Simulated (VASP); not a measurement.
# Cr3W (Pm-3m) in VASP: notebook

Runs on Cr3W. Level: PBE. Tasks: single point, relaxation of cell and atoms.

Program: VASP 6.6.1. These are calculated values, not measurements. Logs are shortened: lines on timing, memory, paths and dates and some standing lists are left out, and cuts for length are marked.

## (1) The cell of the first run

Symmetry: Pm-3m, No. 221, cubic system. The conventional cell has a = 3.743 Å, b = 3.743 Å, c = 3.743 Å, α = 90.00°, β = 90.00°, γ = 90.00°. Cr (site symmetry 4/mmm) has 8 Cr at 2.65 Å and 4 W at 2.65 Å within 3.5 Å. W (site symmetry m-3m) has 12 Cr at 2.65 Å within 3.5 Å.

## (2) Single point, PBE

Contents of INCAR:

```
SYSTEM = Cr3W
ALGO = Fast
EDIFF = 1E-6
ENCUT = 520
GGA = PE
ISIF = 2
ISMEAR = 0
LASPH = .True.
LCHARG = .False.
LREAL = .False.
LWAVE = .False.
NBANDS = 33
NELM = 60
PREC = Accurate
SIGMA = 0.1
```

Contents of KPOINTS:

```
k-points
0
Gamma
  12 12 12
  0 0 0
```

Contents of POSCAR:

```
Cr3W
1.0
    3.7425439809      0.0000000000      0.0000000000
    0.0000000000      3.7425439809      0.0000000000
    0.0000000000      0.0000000000      3.7425439809
Cr W
3 1
Direct
    0.0000000000      0.5000000000      0.5000000000
    0.5000000000      0.0000000000      0.5000000000
    0.5000000000      0.5000000000      0.0000000000
    0.0000000000      0.0000000000      0.0000000000
```

Potentials or basis: VASP PAW PBE potentials, release 64 (Cr_pv, W_sv).

Launch:

```
> cat potpaw_PBE.64/Cr_pv/POTCAR potpaw_PBE.64/W_sv/POTCAR > POTCAR
> mpirun -np 1 vasp_std > vasp.out
```

OUTCAR:

```text
SYSTEM = Cr3W
   EDIFF = 1E-6
   ENCUT = 520
   GGA = PE
   ISIF = 2
   ISMEAR = 0
   LASPH = .True.
   LREAL = .False.
   NELM = 60
   PREC = Accurate

 ion  position               nearest neighbor table
   1  0.000  0.500  0.500-   2 2.65   3 2.65   4 2.65   3 2.65   4 2.65   2 2.65   4 2.65   4 2.65
                             2 2.65   3 2.65   3 2.65   2 2.65
   2  0.500  0.000  0.500-   1 2.65   3 2.65   4 2.65   3 2.65   4 2.65   1 2.65   3 2.65   3 2.65
                             1 2.65   4 2.65   4 2.65   1 2.65
   3  0.500  0.500  0.000-   1 2.65   2 2.65   4 2.65   1 2.65   2 2.65   2 2.65   4 2.65   2 2.65
                             1 2.65   4 2.65   1 2.65   4 2.65
   4  0.000  0.000  0.000-   1 2.65   2 2.65   3 2.65   1 2.65   2 2.65   1 2.65   3 2.65   1 2.65
                             2 2.65   3 2.65   2 2.65   3 2.65

  LATTYP: Found a simple cubic cell.
 ALAT       =     3.7425439809

  Lattice vectors:

 A1 = (   3.7425439809,   0.0000000000,   0.0000000000)
 A2 = (   0.0000000000,   3.7425439809,   0.0000000000)
 A3 = (   0.0000000000,   0.0000000000,   3.7425439809)

Analysis of symmetry for initial positions (statically):
=====================================================================
 Subroutine PRICEL returns:
 Original cell was already a primitive cell.

 Routine SETGRP: Setting up the symmetry group for a
 simple cubic supercell.

 Subroutine GETGRP returns: Found 48 space group operations
 (whereof 48 operations were pure point group operations)
 out of a pool of 48 trial point group operations.

The static configuration has the point symmetry O_h .

Analysis of symmetry for dynamics (positions and initial velocities):
=====================================================================
 Subroutine PRICEL returns:
 Original cell was already a primitive cell.

 Routine SETGRP: Setting up the symmetry group for a
 simple cubic supercell.

 Subroutine GETGRP returns: Found 48 space group operations
 (whereof 48 operations were pure point group operations)
 out of a pool of 48 trial point group operations.

The dynamic configuration has the point symmetry O_h .

 Subroutine INISYM returns: Found 48 space group operations
 (whereof 48 operations are pure point group operations),
 and found     1 'primitive' translations

----------------------------------------------------------------------------------------

                                     Primitive cell

  volume of cell :      52.4204

  direct lattice vectors                    reciprocal lattice vectors
[... 95 lines left out ...]
   IBRION =     -1    ionic relax: 0-MD 1-quasi-New 2-CG
   NFREE  =      0    steps in history (QN), initial steepest desc. (CG)
   ISIF   =      2    stress and relaxation
   ISYM   =      2    0-nonsym 1-usesym 2-fastsym
   POTIM  = 0.5000    time-step for ionic-motion
   TEBEG  =    0.0;   TEEND  =   0.0 temperature during run
   PSTRESS=    0.0 pullay stress
   NELECT =      50.0000    total number of electrons
   NUPDOWN=      -1.0000    fix difference up-down
   EMIN   =  10.00;   EMAX   =-10.00  energy-range for DOS
   EFERMI =   0.00;   METHOD = LEGACY
   ISMEAR =     0;   SIGMA  =   0.10  broadening in eV -4-tet -1-fermi 0-gaus
   EFERMI_NEDOS =   21; number of points for ismear=-14 and -15
   IALGO  =     68    algorithm
   IMIX   =      4    mixing-type and parameters
     AMIX     =   0.40;   BMIX     =  1.00
     AMIX_MAG =   1.60;   BMIX_MAG =  1.00
  volume/ion in A,a.u.               =      13.11        88.44
  Fermi-wavevector in a.u.,A,eV,Ry     =   1.611503  3.045300 35.333562  2.596944
  Thomas-Fermi vector in A             =   2.706883
   LORBIT       =      0    0 simple, 1 ext, 2 COOP (PROOUT), +10 PAW based schemes
   GGA     = PE    functional components
   LHFCALC =     F    Hartree Fock is set to
   AEXX    =    0.0000 exact exchange contribution
   IVDW    =     0    specifies the selected vdW correction
   LEPSILON=     F    determine dielectric tensor
   LRPA    =     F    only Hartree local field effects (RPA)
 non-spin polarized calculation
 RMM-DIIS sequential band-by-band and
 Gauss-broadening in eV      SIGMA  =   0.10
  energy-cutoff  :      520.00
  volume of cell :       52.42
 maximum number of plane-waves:      1434
 NGX is ok and might be reduce to    28
   NGX = 13   NGY = 13   NGZ = 13

 number of electron      50.0000011 magnetization

 Free energy of the ion-electron system (eV)
  ---------------------------------------------------
  ext. energy  EPLUGINS =         0.00000000
  ---------------------------------------------------
  free energy    TOTEN  =       -39.72648764 eV

  energy without entropy =      -39.68891317  energy(sigma->0) =      -39.70770040

 E-fermi :  10.2634     XC(G=0): -13.4298

 val. band max:       10.2614506617   @ k =   0.4167   0.4167   0.1667
 cond. band min:      10.2669329764   @ k =   0.5000   0.4167   0.2500
 fundamental gap:      0.0054823147
 Fermi energy:        10.2634006959

 k-point     1 :       0.0000    0.0000    0.0000
  band No.  band energies     occupation
      1     -63.2028      2.00000
      2     -32.6882      2.00000
      3     -32.6882      2.00000
      4     -32.6882      2.00000
      5     -32.4113      2.00000
      6     -32.4113      2.00000
[... 853 lines left out ...]
     32      12.4440      0.00000
     33      13.1915      0.00000

 [... further k-points ...]

------------------------ aborting loop because EDIFF is reached ----------------------------------------

  FORCE on cell =-STRESS in cart. coord.  units (eV):
  Direction    XX          YY          ZZ          XY          YZ          ZX
  --------------------------------------------------------------------------------------
  -------------------------------------------------------------------------------------
  Total       -0.0001876     -0.0001876     -0.0001876      0.0000000      0.0000000     -0.0000000
  in kB       -0.0057337     -0.0057337     -0.0057337      0.0000000      0.0000000     -0.0000000
  external PRESSURE =      -0.0057337 kB  Pullay stress =       0.0000000 kB

 VOLUME and BASIS-vectors are now :
 -----------------------------------------------------------------------------
  energy-cutoff  :      520.00
  volume of cell :       52.42
      direct lattice vectors                 reciprocal lattice vectors
     3.742543981  0.000000000  0.000000000     0.267197929  0.000000000  0.000000000
     0.000000000  3.742543981  0.000000000     0.000000000  0.267197929  0.000000000
     0.000000000  0.000000000  3.742543981     0.000000000  0.000000000  0.267197929

 POSITION                                       TOTAL-FORCE (eV/Angst)
 -----------------------------------------------------------------------------------
      0.00000      1.87127      1.87127         0.000000      0.000000      0.000000
      1.87127      0.00000      1.87127         0.000000      0.000000      0.000000
      1.87127      1.87127      0.00000         0.000000      0.000000      0.000000
      0.00000      0.00000      0.00000         0.000000      0.000000      0.000000
 -----------------------------------------------------------------------------------
    total drift:                                0.000000      0.000000      0.000000

  FREE ENERGIE OF THE ION-ELECTRON SYSTEM (eV)
  ---------------------------------------------------
  free  energy   TOTEN  =       -39.7264876354 eV

  energy  without entropy=      -39.6889131659  energy(sigma->0) =      -39.70770040
```

Run time: 3.1 min. Hardware: 1 thread of AMD EPYC 7R13 (Zen 3), shared host; peak memory 0.21 GiB.

What came out:

- Free energy: -39.7265 eV
- Pressure: 0.0 GPa
- Band gap on the k mesh: zero (band 25 reaches 11.62 eV, above the bottom of band 26 at 9.97 eV)

Caveat: spin-orbit coupling is left out, which moves the levels of the heavy elements. Spin polarisation is off, so any magnetic state and its effect on volume and gap are missing.

## (3) Relaxation of cell and atoms, PBE

Contents of INCAR:

```
SYSTEM = Cr3W
  ALGO = Fast
  EDIFF = 1E-6
  EDIFFG = -0.01
  ENCUT = 600
  GGA = PE
  IBRION = 2
  ISIF = 3
  ISMEAR = 0
  LASPH = .True.
  LCHARG = .False.
  LREAL = .False.
  LWAVE = .False.
  NELM = 60
  NSW = 100
  PREC = Accurate
  SIGMA = 0.1
```

KPOINTS is that of step 2.

Contents of POSCAR:

```
Cr3W
1.0
    3.7440133664      0.0000000000      0.0000000000
    0.0000000000      3.7440133664      0.0000000000
    0.0000000000      0.0000000000      3.7440133664
Cr W
3 1
Direct
    0.0000000000      0.5000000000      0.5000000000
    0.5000000000      0.0000000000      0.5000000000
    0.5000000000      0.5000000000      0.0000000000
    0.0000000000      0.0000000000      0.0000000000
```

Potentials or basis: VASP PAW PBE potentials, release 64 (Cr_pv, W_sv).

Launch:

```
> cat potpaw_PBE.64/Cr_pv/POTCAR potpaw_PBE.64/W_sv/POTCAR > POTCAR
> mpirun -np 1 vasp_std > vasp.out
```

Run time: 4.3 min. Hardware: 1 thread of Intel Xeon Platinum 8559C (Emerald Rapids), shared host; peak memory 0.28 GiB.

The run converged. Its results:

```yaml
Free_energy: -39.7263 eV
Relaxed_volume: 13.10 Å³/atom
Relaxed_cell: a = 3.742 Å, b = 3.742 Å, c = 3.742 Å, α = 90.00°, β = 90.00°, γ = 90.00°
Space_group_after_relaxing_to_0.05_Å: Pm-3m (No. 221)
Energy_gained_by_relaxing: 0.0 meV/atom
Ionic_steps: 3
Pressure_after_relaxing: -0.1 GPa
Band_gap_on_the_k_mesh: zero (band 25 reaches 11.63 eV, above the bottom of band 26 at 9.97 eV)
```

Step by step:
| step | energy change (eV) | largest force (eV/Å) | pressure (GPa) | volume (Å³) |
| --- | --- | --- | --- | --- |
| 1 | 0.0000 | 0.0000 | -0.41 | 52.48 |
| 2 | 0.0003 | 0.0000 | 0.71 | 52.23 |
| 3 | -0.0001 | 0.0000 | -0.07 | 52.40 |

Final structure:
```
Cr W
1.0
     3.74206    0.00000    0.00000
     0.00000    3.74206    0.00000
     0.00000    0.00000    3.74206
Cr W
3 1
Direct
  0.00000 0.50000 0.50000
  0.50000 0.00000 0.50000
  0.50000 0.50000 0.00000
  0.00000 0.00000 0.00000
```

Levels at points of the mesh, in eV from the Fermi level:
```
           k point  band 22  band 23  band 24  band 25  band 26  band 27  band 28  band 29
(0.00, 0.00, 0.00)    -0.42    -0.42     1.34     1.34     2.21     2.52     2.52     2.52
(0.50, 0.00, 0.00)    -1.34    -1.34     0.03     0.18     0.74     0.74     0.82     1.35
(0.50, 0.50, 0.00)    -1.24    -1.24    -1.20    -1.20     0.39     0.43     0.43     0.94
(0.50, 0.50, 0.50)    -0.54    -0.50    -0.50    -0.50     0.47     0.91     0.91     0.91
```

Caveat: spin-orbit coupling is left out, which moves the levels of the heavy elements.
